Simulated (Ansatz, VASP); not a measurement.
**ZrC: VASP beside Ansatz**

```
Zr C
1.0
     3.26953    0.00000    0.00000
    -1.63477    2.83150    0.00000
     0.00000    0.00000    2.91034
Zr C
1 1
Cartesian
  0.0000 0.0000 0.0000
  1.6348 0.9438 1.4552
```

Change from the starting cell: strain e3 = -0.01, atoms carried along.

Alike in both runs: task single point; functional PBE; k mesh 12 × 12 × 12; occupations gaussian, width 0.05 eV; no spin polarisation.

|  | VASP | Ansatz |
| --- | --- | --- |
| version | VASP 6.6.1 | Ansatz 0.2.0 |
| potentials or method | VASP PAW PBE potentials, release 64 (Zr_sv, C), cutoff 520 eV | scalar-relativistic, plane waves, PAW |
| valence electrons in the cell | 16 | 16 |

```tsv
	VASP	Ansatz	Ansatz less VASP
gap on the k mesh at the Fermi level (eV)	none	none	-
pressure (GPa)	2.4	2.2	-0.21
traceless stress, the component that is largest in VASP (GPa)	2.59	2.56	-0.025
```

A gap of «none» marks a metal or a gap that the smearing closes.
